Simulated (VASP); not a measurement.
# PtSe2 in VASP: a series of runs

Runs on PtSe2. Level: PBE+D3(BJ). Tasks: single point.

Everything below comes from runs of VASP 6.6.1. Logs are shortened: lines on timing, memory, paths and dates and some standing lists are left out, and cuts for length are marked.

**1. The cell of the first run**

The cell holds a slab with vacuum, 6 atoms: a = 3.707 Å, b = 3.707 Å, c = 22.798 Å, α = 90.00°, β = 90.00°, γ = 120.00°.

**2. Single point, PBE+D3(BJ)**

INCAR reads:

```
  ALGO = Normal
  DIPOL = 0.5 0.5 0.382
  EDIFF = 1E-6
  ENCUT = 520
  GGA = PE
  IDIPOL = 3
  ISIF = 2
  ISMEAR = 0
  IVDW = 12
  LASPH = T
  LCHARG = T
  LDIPOL = T
  LELF = T
  LREAL = F
  LVACPOTAV = T
  LVHAR = T
  LWAVE = F
  NBANDS = 31
  NELM = 80
  PREC = Accurate
  SIGMA = 0.05
```

KPOINTS reads:

```
k-points
0
Gamma
  9 9 1
```

POSCAR reads:

```
PtSe2
1.0
    3.7070357730      0.0000000000      0.0000000000
   -1.8535178865      3.2103871521      0.0000000000
    0.0000000000      0.0000000000     22.7981619012
Se Pt
4 2
Direct
    0.6666666667      0.3333333333      0.1973843339
    0.3333333333      0.6666666667      0.3135814625
    0.3333333333      0.8333333333      0.4499959688
    0.0000000000      1.1666666667      0.5661930974
    0.0000000000      0.0000000000      0.2554828982
   -0.3333333333      0.5000000000      0.5080945331
```

Potentials or basis: VASP PAW PBE potentials, release 64 (Se, Pt).

Started as:

```sh
cat potpaw_PBE.64/Se/POTCAR potpaw_PBE.64/Pt/POTCAR > POTCAR
mpirun -np 1 vasp_std > vasp.out
```

OUTCAR:

```text
EDIFF = 1E-6
   ENCUT = 520
   GGA = PE
   ISIF = 2
   ISMEAR = 0
   IVDW = 12
   LASPH = T
   LREAL = F
   NELM = 80
   PREC = Accurate
 IVDW          = 12

 ion  position               nearest neighbor table
   1  0.667  0.333  0.197-   5 2.52   5 2.52   5 2.52
   2  0.333  0.667  0.314-   5 2.52   5 2.52   5 2.52
   3  0.333  0.833  0.450-   6 2.52   6 2.52   6 2.52
   4  0.000  0.167  0.566-   6 2.52   6 2.52   6 2.52
   5  0.000  0.000  0.255-   2 2.52   1 2.52   2 2.52   1 2.52   2 2.52   1 2.52
   6  0.667  0.500  0.508-   3 2.52   4 2.52   3 2.52   4 2.52   3 2.52   4 2.52

  LATTYP: Found a hexagonal cell.
 ALAT       =     3.7070357730
 C/A-ratio  =     6.1499708385

  Lattice vectors:

 A1 = (   3.7070357730,   0.0000000000,   0.0000000000)
 A2 = (  -1.8535178865,   3.2103871521,   0.0000000000)
 A3 = (   0.0000000000,   0.0000000000,  22.7981619012)

Analysis of symmetry for initial positions (statically):
=====================================================================
 Subroutine PRICEL returns:
 Original cell was already a primitive cell.

 Routine SETGRP: Setting up the symmetry group for a
 hexagonal supercell.

 Subroutine GETGRP returns: Found  2 space group operations
 (whereof  1 operations were pure point group operations)
 out of a pool of 24 trial point group operations.

The static configuration has the point symmetry C_1 .
 The point group associated with its full space group is S_2 .

Analysis of symmetry for dynamics (positions and initial velocities):
=====================================================================
 Subroutine PRICEL returns:
 Original cell was already a primitive cell.

 Routine SETGRP: Setting up the symmetry group for a
 hexagonal supercell.

 Subroutine GETGRP returns: Found  2 space group operations
 (whereof  1 operations were pure point group operations)
 out of a pool of 24 trial point group operations.

The dynamic configuration has the point symmetry C_1 .
 The point group associated with its full space group is S_2 .

 Subroutine INISYM returns: Found  2 space group operations
 (whereof  1 operations are pure point group operations),
 and found     1 'primitive' translations

----------------------------------------------------------------------------------------

                                     Primitive cell

  volume of cell :     271.3214

  direct lattice vectors                    reciprocal lattice vectors
     3.707035773  0.000000000  0.000000000     0.269757310  0.155744456  0.000000000
    -1.853517886  3.210387152  0.000000000     0.000000000  0.311488912  0.000000000
     0.000000000  0.000000000 22.798161901     0.000000000  0.000000000  0.043863185

  length of vectors
     3.707035773  3.707035773 22.798161901     0.311488912  0.311488912  0.043863185

  position of ions in fractional coordinates (direct lattice)
     0.666666667  0.333333333  0.197384334
     0.333333333  0.666666667  0.313581462
     0.333333333  0.833333333  0.449995969
     1.000000000  0.166666667  0.566193097
     0.000000000  0.000000000  0.255482898
     0.666666667  0.500000000  0.508094533

  ion indices of the primitive-cell ions
   primitive index   ion index
                 1           1
                 2           2
                 3           3
                 4           4
                 5           5
                 6           6

----------------------------------------------------------------------------------------

 KPOINTS: k-points

Automatic generation of k-mesh.
 Grid dimensions read from file:
 generate k-points for:    9    9    1

 Generating k-lattice:

  Cartesian coordinates                     Fractional coordinates (reciprocal lattice)
     0.029973034  0.017304940  0.000000000     0.111111111  0.000000000  0.000000000
     0.000000000  0.034609879  0.000000000     0.000000000  0.111111111  0.000000000
     0.000000000  0.000000000  0.043863185     0.000000000  0.000000000  1.000000000

  Length of vectors
     0.034609879  0.034609879  0.043863185

  Shift w.r.t. Gamma in fractional coordinates (k-lattice)
     0.000000000  0.000000000  0.000000000

 Subroutine IBZKPT returns following result:
 ===========================================

 Found     41 irreducible k-points:

 Following reciprocal coordinates:
            Coordinates               Weight
  0.000000  0.000000  0.000000      1.000000
  0.111111  0.000000  0.000000      2.000000
  0.000000  0.111111  0.000000      2.000000
 -0.111111  0.111111  0.000000      2.000000
  0.222222 -0.000000  0.000000      2.000000
  0.000000  0.222222  0.000000      2.000000
[... 16 lines left out ...]
  0.333333  0.111111  0.000000      2.000000
 -0.111111  0.444444  0.000000      2.000000
 [... further k-points ...]
   k-points           NKPTS =     41   k-points in BZ     NKDIM =     41   number of bands    NBANDS=     31
   number of dos      NEDOS =    301   number of ions     NIONS =      6
   total plane-waves  NPLWV = 141120
   dimension x,y,z NGX =    28 NGY =   28 NGZ =  180
   dimension x,y,z NGXF=    56 NGYF=   56 NGZF=  360
   ions per type =               4   2
   NGX,Y,Z   is equivalent  to a cutoff of  12.56, 12.56, 13.13 a.u.
   NGXF,Y,Z  is equivalent  to a cutoff of  25.11, 25.11, 26.25 a.u.
 SYSTEM =  unknown system
   PREC   = accura    normal or accurate (medium, high low for compatibility)
   ISTART =      0    job   : 0-new  1-cont  2-samecut
   ICHARG =      2    charge: 1-file 2-atom 10-const
   ISPIN  =      1    spin polarized calculation?
   LNONCOLLINEAR =      F non collinear calculations
   LSORBIT =      F    spin-orbit coupling
   LASPH  =      T    aspherical Exc in radial PAW
   ENCUT  =  520.0 eV  38.22 Ry    6.18 a.u.   6.89  6.89 42.39*2*pi/ulx,y,z
   NELM   =     80;   NELMIN=  2; NELMDL= -5     # of ELM steps
   EDIFF  = 0.1E-05   stopping-criterion for ELM
   LREAL  =      F    real-space projection
   EDIFFG = 0.1E-04   stopping-criterion for IOM
   NSW    =      0    number of steps for IOM
   IBRION =     -1    ionic relax: 0-MD 1-quasi-New 2-CG
   NFREE  =      0    steps in history (QN), initial steepest desc. (CG)
   ISIF   =      2    stress and relaxation
   ISYM   =      2    0-nonsym 1-usesym 2-fastsym
   POTIM  = 0.5000    time-step for ionic-motion
   TEBEG  =    0.0;   TEEND  =   0.0 temperature during run
   PSTRESS=    0.0 pullay stress
   NELECT =      44.0000    total number of electrons
   NUPDOWN=      -1.0000    fix difference up-down
   EMIN   =  10.00;   EMAX   =-10.00  energy-range for DOS
   EFERMI =   0.00;   METHOD = LEGACY
   ISMEAR =     0;   SIGMA  =   0.05  broadening in eV -4-tet -1-fermi 0-gaus
   EFERMI_NEDOS =   21; number of points for ismear=-14 and -15
   IALGO  =     38    algorithm
   IMIX   =      4    mixing-type and parameters
     AMIX     =   0.40;   BMIX     =  1.00
     AMIX_MAG =   1.60;   BMIX_MAG =  1.00
  volume/ion in A,a.u.               =      45.22       305.16
  Fermi-wavevector in a.u.,A,eV,Ry     =   0.892752  1.687058 10.843938  0.797007
  Thomas-Fermi vector in A             =   2.014742
   LORBIT       =      0    0 simple, 1 ext, 2 COOP (PROOUT), +10 PAW based schemes
   GGA     = PE    functional components
   LHFCALC =     F    Hartree Fock is set to
   AEXX    =    0.0000 exact exchange contribution
   IVDW    =    12    specifies the selected vdW correction
   LEPSILON=     F    determine dielectric tensor
   LRPA    =     F    only Hartree local field effects (RPA)
 non-spin polarized calculation
 Gauss-broadening in eV      SIGMA  =   0.05
  energy-cutoff  :      520.00
  volume of cell :      271.32
 maximum number of plane-waves:      7334
   NGX = 13   NGY = 13   NGZ = 85

 dipolmoment           0.000000      0.000000      0.000015 electrons x Angstroem

 number of electron      44.0000001 magnetization

 dipolmoment           0.000000      0.000000     -0.000003 electrons x Angstroem

 Free energy of the ion-electron system (eV)
  ---------------------------------------------------
  ext. energy  EPLUGINS =         0.00000000
  ---------------------------------------------------
  free energy    TOTEN  =       -28.43147819 eV

  energy without entropy =      -28.43147819  energy(sigma->0) =      -28.43147819

 E-fermi :   0.2324     XC(G=0):  -5.4499

 val. band max:       -0.0142500399   @ k =  -0.2222   0.1111   0.0000
 cond. band min:       0.4697677767   @ k =   0.2222  -0.0000   0.0000
 fundamental gap:      0.4840178167
 Fermi energy:         0.2324161706

 k-point     1 :       0.0000    0.0000    0.0000
  band No.  band energies     occupation
      1     -14.8313      2.00000
      2     -14.6823      2.00000
      3     -13.1276      2.00000
      4     -12.8609      2.00000
      5      -6.2074      2.00000
      6      -5.7781      2.00000
[... 23 lines left out ...]
     30       4.9244      0.00000
     31       5.0353      0.00000

 k-point     2 :       0.1111    0.0000    0.0000
  band No.  band energies     occupation
      1     -14.7012      2.00000
      2     -14.5492      2.00000
      3     -13.1259      2.00000
      4     -12.8715      2.00000
      5      -6.1140      2.00000
      6      -5.7922      2.00000
[... 23 lines left out ...]
     30       5.4275      0.00000
     31       5.6972      0.00000

 k-point     3 :       0.0000    0.1111    0.0000
  band No.  band energies     occupation
      1     -14.7010      2.00000
      2     -14.5494      2.00000
      3     -13.1253      2.00000
      4     -12.8720      2.00000
      5      -6.1135      2.00000
      6      -5.7882      2.00000
[... 703 lines left out ...]
     30       6.4018      0.00000
     31       6.7569      0.00000

 k-point    24 :      -0.1111    0.4444    0.0000
  band No.  band energies     occupation
      1     -13.5959      2.00000
      2     -13.4037      2.00000
      3     -13.1178      2.00000
      4     -12.9740      2.00000
      5      -6.4017      2.00000
      6      -6.3122      2.00000
[... 23 lines left out ...]
     30       6.4405      0.00000
     31       6.7039      0.00000

 [... further k-points ...]

------------------------ aborting loop because EDIFF is reached ----------------------------------------

 Edisp (eV)   -2.13858

 E8    (eV) :    -0.9472

  FORCE on cell =-STRESS in cart. coord.  units (eV):
  Direction    XX          YY          ZZ          XY          YZ          ZX
  --------------------------------------------------------------------------------------
  -------------------------------------------------------------------------------------
  Total       0.09492     0.39212     0.74031     0.01061     0.49899    -0.27912
  in kB       0.56049     2.31553     4.37160     0.06265     2.94656    -1.64823
  external pressure =        2.42 kB  Pullay stress =        0.00 kB

 VOLUME and BASIS-vectors are now :
 -----------------------------------------------------------------------------
  energy-cutoff  :      520.00
  volume of cell :      271.32
      direct lattice vectors                 reciprocal lattice vectors
     3.707035773  0.000000000  0.000000000     0.269757310  0.155744456  0.000000000
    -1.853517886  3.210387152  0.000000000     0.000000000  0.311488912  0.000000000
     0.000000000  0.000000000 22.798161901     0.000000000  0.000000000  0.043863185

 POSITION                                       TOTAL-FORCE (eV/Angst)
 -----------------------------------------------------------------------------------
      1.85352      1.07013      4.50000         0.029972     -0.061600     -0.017635
     -0.00000      2.14026      7.14908         0.055784     -0.119212     -0.227142
     -0.30892      2.67532     10.25908        -0.055784      0.119212      0.227142
     -0.30892      0.53506     12.90816        -0.029972      0.061600      0.017635
      0.00000      0.00000      5.82454        -0.025339      0.067787      0.011578
      1.54460      1.60519     11.58362         0.025339     -0.067787     -0.011578
 -----------------------------------------------------------------------------------
    total drift:                                0.000007     -0.000000     -0.000097

  FREE ENERGIE OF THE ION-ELECTRON SYSTEM (eV)
  ---------------------------------------------------
  free  energy   TOTEN  =       -30.5700581632 eV

  energy  without entropy=      -30.5700581632  energy(sigma->0) =      -30.57005816

 vacuum level on the upper side and lower side of the slab         4.997         4.997
```

Wall time 12 min (1 thread of Oxide Virtual Turin-like, shared host); peak memory 0.53 GiB.

Results:

| Quantity | Value |
| --- | --- |
| Free energy | -30.5701 eV |
| Largest force | 0.263 eV/Å |
| Band gap on the k mesh | 0.48 eV, indirect (least direct gap 0.75 eV) |
| Dispersion energy per atom | -0.356 eV |

Forces in eV/Å, atoms in the order of the input:
```
Se   0.030 -0.062 -0.018
Se   0.056 -0.119 -0.227
Se  -0.056  0.119  0.227
Se  -0.030  0.062  0.018
Pt  -0.025  0.068  0.012
Pt   0.025 -0.068 -0.012
```

Caveat: spin-orbit coupling is left out, which moves the levels of the heavy elements.

**3. Single point, PBE+D3(BJ)**

INCAR reads:

```
SYSTEM = PtSe2
ALGO = Normal
DIPOL = 0.5 0.5 0.382
EDIFF = 1E-7
ENCUT = 520
GGA = PE
IDIPOL = 3
ISIF = 2
ISMEAR = 0
IVDW = 12
LASPH = .TRUE.
LCHARG = .FALSE.
LDIPOL = .TRUE.
LREAL = .FALSE.
LWAVE = .FALSE.
NBANDS = 31
NELM = 60
PREC = Accurate
SIGMA = 0.05
```

KPOINTS reads:

```
k-points
0
G
  9 9 1
  0 0 0
```

POSCAR reads:

```
PtSe2
1.0
    3.7070357730      0.0000000000      0.0000000000
   -1.8535178865      3.2103871521      0.0000000000
    0.0000000000      0.0000000000     22.7981619012
Se Pt
4 2
Direct
    0.6666666667      0.3333333333      0.1973843339
    0.3333333333      0.6666666667      0.3135814625
    0.5000000000      1.3333333333      0.4499959688
    0.1666666667      1.6666666667      0.5661930974
    0.0000000000      0.0000000000      0.2554828982
   -0.1666666667      1.0000000000      0.5080945331
```

Potentials or basis: VASP PAW PBE potentials, release 64 (Se, Pt).

Started as:

```sh
cat potpaw_PBE.64/Se/POTCAR potpaw_PBE.64/Pt/POTCAR > POTCAR
mpirun -np 1 vasp_std > vasp.out
```

Wall time 8.5 min (1 thread of Oxide Virtual Turin-like, shared host); peak memory 0.53 GiB.

The run converged. Its results:

```
Free energy                : -30.6890 eV
Largest force              : 0.134 eV/Å
Band gap on the k mesh     : 0.72 eV, indirect (least direct gap 0.97 eV)
Dispersion energy per atom : -0.357 eV
```

Forces on the atoms (eV/Å):
```
Se  -0.032  0.015 -0.025
Se  -0.062  0.025  0.010
Se   0.062 -0.025 -0.010
Se   0.032 -0.015  0.025
Pt   0.043 -0.012  0.127
Pt  -0.043  0.012 -0.127
```

Levels at points of the mesh, in eV from the valence-band top:
```tsv
k point	band 19	band 20	band 21	band 22	band 23	band 24	band 25	band 26
(0.00, 0.00, 0.00)	-0.49	-0.46	-0.44	-0.35	2.39	2.49	2.49	2.59
```

Caveat: spin-orbit coupling is left out, which moves the levels of the heavy elements.
